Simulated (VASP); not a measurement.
BiSb3O2:

```
Sb Bi O
1.0
     7.24512    0.00000    0.00000
    -3.62256    6.27446    0.00000
     0.00000    0.00000    3.20362
Sb Bi O
3 1 2
Direct
  0.00000 0.50000 0.91390
  0.50000 0.00000 0.91390
  0.50000 0.50000 0.91390
  0.00000 0.00000 0.92887
  0.66667 0.33333 0.74971
  0.33333 0.66667 0.74971
```

The cell was built from a structure type or drawn by symmetry, and may not be a known phase.

| Property | Result |
| --- | --- |
| Program | VASP 6.6.1 |
| Task | relaxation of cell and atoms |
| Functional | PBE |
| Potentials or basis | VASP PAW PBE potentials, release 64 (Sb, Bi_d, O) |
| Cutoff | 600 eV |
| k mesh | 6 × 6 × 12 |
| Occupations | gaussian, width 0.1 eV |
| Spin | no spin polarisation |

At the start: pressure -0.4 GPa; volume 24.27 Å³/atom.

Question: How do energy, volume and symmetry change on relaxing?

Answer: Over 20 steps the energy falls by 12.2 meV/atom and the volume is 24.89 Å³/atom (+2.6 %); space group P6mm (No. 183, to 0.1 Å) before, P6/mmm (No. 191, to 0.1 Å).

The path:
| step | energy change (eV) | largest force (eV/Å) | pressure (GPa) | volume (Å³) |
| --- | --- | --- | --- | --- |
| 1 | 0.0000 | 0.1609 | -0.43 | 145.63 |
| 2 | -0.0051 | 0.1096 | 0.28 | 144.25 |
| 3 | -0.0052 | 0.1003 | 0.42 | 144.00 |
| 4 | -0.0098 | 0.1079 | 0.34 | 144.22 |
| 5 | -0.0163 | 0.1313 | 0.10 | 144.87 |
| 6 | -0.0215 | 0.1179 | 0.08 | 145.30 |
| 7 | -0.0335 | 0.0898 | 0.02 | 146.59 |
| 8 | -0.0460 | 0.0984 | -0.23 | 149.18 |
| 9 | -0.0471 | 0.1089 | -0.40 | 150.23 |
| 10 | -0.0514 | 0.1142 | -0.34 | 150.17 |
| 11 | -0.0587 | 0.1283 | -0.27 | 149.96 |
| 12 | -0.0591 | 0.1327 | -0.28 | 149.90 |
| 13 | -0.0605 | 0.1287 | 0.15 | 148.98 |
| 14 | -0.0605 | 0.1289 | 0.15 | 148.98 |
| 15 | -0.0619 | 0.1208 | 0.15 | 148.94 |
| 16 | -0.0656 | 0.0984 | 0.15 | 148.81 |
| 17 | -0.0698 | 0.0527 | 0.15 | 148.54 |
| 18 | -0.0704 | 0.0309 | 0.16 | 148.40 |
| 19 | -0.0723 | 0.0173 | 0.07 | 148.80 |
| 20 | -0.0733 | 0.0097 | -0.05 | 149.36 |

Final structure:
```cif
data_structure
_symmetry_space_group_name_H-M 'P 1'
_symmetry_Int_Tables_number 1
_cell_length_a 7.3886
_cell_length_b 7.3886
_cell_length_c 3.1591
_cell_angle_alpha 90.000
_cell_angle_beta 90.000
_cell_angle_gamma 120.000
_cell_volume 149.36
loop_
_atom_site_label
_atom_site_type_symbol
_atom_site_fract_x
_atom_site_fract_y
_atom_site_fract_z
_atom_site_occupancy
Sb1 Sb 0.00000 0.50000 0.86558 1
Sb2 Sb 0.50000 0.00000 0.86558 1
Sb3 Sb 0.50000 0.50000 0.86558 1
Bi1 Bi 0.00000 0.00000 0.86528 1
O1 O 0.66667 0.33333 0.85399 1
O2 O 0.33333 0.66667 0.85399 1
```
